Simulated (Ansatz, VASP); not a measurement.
**Zr2PbO in VASP and in Ansatz**

```
Zr Pb O
1.0
     4.23414    0.00000    0.00000
     0.00000    4.23414    0.00000
     0.00000    0.00000    8.42200
Zr Pb O
4 2 2
Direct
  0.00000 0.00000 0.00000
  0.50000 0.50000 0.00000
  0.00000 0.50000 0.67469
  0.50000 0.00000 0.32531
  0.00000 0.50000 0.30047
  0.50000 0.00000 0.69953
  0.00000 0.50000 0.91424
  0.50000 0.00000 0.08576
```

Change from the starting cell: species swapped into the Ce2BiN type (P4/nmm, No. 129).

Alike in both runs: task single point; functional PBE; k mesh 4 × 4 × 2; occupations gaussian, width 0.1 eV; no spin polarisation.

|  | VASP | Ansatz |
| --- | --- | --- |
| version | VASP 6.6.1 | Ansatz 0.2.0 |
| potentials or method | VASP PAW PBE potentials, release 64 (Zr_sv, Pb_d, O), cutoff 520 eV | scalar-relativistic, plane waves, PAW |
| valence electrons in the cell | 88 | 88 |

|  | VASP | Ansatz | Ansatz less VASP |
| --- | --- | --- | --- |
| gap on the k mesh at the Fermi level (eV) | none | none | - |
| pressure (GPa) | 5.5 | 5.4 | -0.14 |
| traceless stress, the component that is largest in VASP (GPa) | -0.22 | -0.27 | -0.057 |
| rms of the force components (eV/Å) | 0.909 | 0.896 | -0.0134 |

Atom by atom the forces differ by 0.014 eV/Å (rms over components). A gap of «none» marks a metal or a gap that the smearing closes. The functional is the same, so the differences come from potentials, cutoffs and numerics.

The k mesh is coarse, so the values compare programs but aren't converged. Spin-orbit coupling is off throughout.
